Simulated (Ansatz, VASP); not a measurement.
# One calculation of ZnS, two programs

File INCAR:

```
SYSTEM = ZnS
  PREC = Accurate
  ENCUT = 500
  EDIFF = 1E-6
  ISMEAR = 0
  SIGMA = 0.01
  LREAL = .FALSE.
  LASPH = .TRUE.
  NELM = 120
  ALGO = Normal
  ISIF = 2
  LWAVE = .FALSE.
  LCHARG = .FALSE.
  GGA = PS
  NBANDS = 16
  GGA_COMPAT = .FALSE.
```

File KPOINTS:

```
Automatic mesh
0
G
  8 8 8
  0 0 0
```

The input POSCAR:

```
ZnS
1.0
    0.0000000000      2.6783138069      2.6783138069
    2.6783138069      0.0000000000      2.6783138069
    2.6783138069      2.6783138069      0.0000000000
Zn S
1 1
Direct
    0.0000000000      0.0000000000      0.0000000000
    0.2500000000      0.2500000000      0.2500000000
```

Input for Ansatz:

```yaml
crystal:
  lattice:
    - [0.0, 2.6783138069, 2.6783138069]
    - [2.6783138069, 0.0, 2.6783138069]
    - [2.6783138069, 2.6783138069, 0.0]
  atoms:
    - { symbol: Zn, position: [0.0, 0.0, 0.0] }
    - { symbol: S, position: [0.25, 0.25, 0.25] }
basis:
  ecutwfc: 600.0
kpoints:
  mp_grid: { grid: [8, 8, 8] }
  band_path:
    path:
      - [0.0, 0.0, 0.0]
      - [0.0, 0.0, 0.0]
      - [0.0, 0.0, 0.0]
      - [0.0, 0.0, 0.0]
      - [0.0, 0.0, 0.0]
      - [0.0, 0.0, 0.0]
      - [0.0, 0.0, 0.0]
      - [0.0, 0.0, 0.0]
      - [0.0, 0.0, 0.0]
      - [0.0, 0.0, 0.0]
      - [0.0, 0.0, 0.0]
      - [0.0, 0.0, 0.0]
      - [0.0, 0.0, 0.0]
      - [0.0, 0.0, 0.0]
      - [0.0, 0.0, 0.0]
      - [0.0, 0.0, 0.0]
      - [0.0, 0.0, 0.0]
      - [0.0, 0.0, 0.0]
      - [0.0, 0.0, 0.0]
      - [0.0, 0.0, 0.0]
      - [0.0, 0.0, 0.0]
      - [0.0, 0.0, 0.0]
      - [0.0, 0.0, 0.0]
      - [0.0, 0.0, 0.0]
      - [0.0, 0.0, 0.0]
      - [0.0, 0.0, 0.0]
      - [0.3, 0.3, 0.0]
      - [0.3166666667, 0.3166666667, 0.0]
      - [0.3333333333, 0.3333333333, 0.0]
      - [0.35, 0.35, 0.0]
      - [0.3666666667, 0.3666666667, 0.0]
      - [0.3833333333, 0.3833333333, 0.0]
      - [0.4, 0.4, 0.0]
      - [0.4166666667, 0.4166666667, 0.0]
      - [0.4333333333, 0.4333333333, 0.0]
      - [0.45, 0.45, 0.0]
      - [0.4666666667, 0.4666666667, 0.0]
      - [0.4833333333, 0.4833333333, 0.0]
      - [0.5, 0.5, 0.0]
      - [0.5, 0.5, 0.5]
      - [0.5, 0.5, 0.5]
      - [0.5, 0.5, 0.5]
      - [0.5, 0.5, 0.5]
      - [0.5, 0.5, 0.5]
      - [0.5, 0.5, 0.5]
      - [0.5, 0.5, 0.5]
      - [0.5, 0.5, 0.5]
      - [0.5, 0.5, 0.5]
      - [0.5, 0.5, 0.5]
      - [0.5, 0.5, 0.5]
      - [0.5, 0.5, 0.5]
      - [0.5, 0.5, 0.5]
    npoints: 1
hamiltonian:
  xc: pbesol
  pseudopotentials: { kind: paw, azcp: { folder: soft_1 } }
scf:
  occupations: { method: fixed }
  n_extra_bands: 5
output:
  eigenvalues: true
```

Alike in both runs: task single point; functional PBEsol; k mesh 8 × 8 × 8; no spin polarisation.

```csv
,VASP,Ansatz
version,VASP 6.6.1,Ansatz 0.2.0
potentials or method,"VASP PAW PBE potentials, release 64 (Zn, S), cutoff 500 eV","scalar-relativistic, plane waves, PAW"
occupations,"gaussian, width 0.01 eV",fixed
valence electrons in the cell,18,18
```

|  | VASP | Ansatz | Ansatz less VASP |
| --- | --- | --- | --- |
| gap on the k mesh at the Fermi level (eV) | 2.09 | 2.08 | -0.010 |
| least direct gap on the mesh (eV) | 2.09 | 2.08 | -0.010 |

VASP's potentials were made for PBE, not for PBEsol, and Ansatz warns of the same on its side.
